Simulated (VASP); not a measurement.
Wanted: the native input for a VASP 6.6.1 run.

```yaml
Task: single point
Functional: PBE
Potentials_or_basis: VASP PAW PBE potentials, release 64 (Hg)
Cutoff: 520 eV
k_mesh: 7 × 7 × 7
Occupations: fermi-dirac, width 0.1 eV
Spin: no spin polarisation
Dipole_correction: no
Further_INCAR_settings: ALGO = Normal; EDIFF = 1e-06; NBANDS = 12
```

The structure of Hg lies in POSCAR:

```
Hg
1.0
   -1.9129580000      1.8560820000      1.9214850000
    1.8750080000     -1.8958070000      1.9232230000
    1.8916120000      1.8744610000     -1.9603790000
Hg
1
Direct
    0.4987490000      0.4934840000     -0.0048490000
```

These files were run (other wordings do the same):

INCAR

```
PREC     = Accurate       # precision mode
ENCUT    = 520            # plane-wave cutoff, eV
EDIFF    = 1E-6           # SCF threshold, eV
ISMEAR   = -1             # smearing method
SIGMA    = 0.1            # smearing width, eV
LREAL    = False          # projectors in reciprocal space
LASPH    = True           # aspherical terms in the spheres
NELM     = 60             # most SCF steps
ALGO     = Normal         # electronic algorithm
ISIF     = 2              # what is computed and relaxed
LWAVE    = False          # write WAVECAR
LCHARG   = True           # write CHGCAR
GGA      = PE             # functional
LELF     = True           # ELF
LVHAR    = True         
NBANDS   = 12             # bands
```

KPOINTS

```
Automatic mesh
0
Gamma
  7 7 7
```

Potentials or basis: VASP PAW PBE potentials, release 64 (Hg).

Command:

```bash
$ cat potpaw_PBE.64/Hg/POTCAR > POTCAR
$ mpirun -np 1 vasp_std > vasp.out
```

It gave:

| Property | Result |
| --- | --- |
| Pressure | 0.8 GPa |
| Band gap on the k mesh | zero (bands 6 and 7 overlap by 1.15 eV) |

Caveat: spin-orbit coupling is left out, which moves the levels of the heavy elements.

It took 19 s on 1 thread of AMD EPYC 9R45 96-Core Processor (Zen 5) (shared host), peak memory 0.15 GiB.
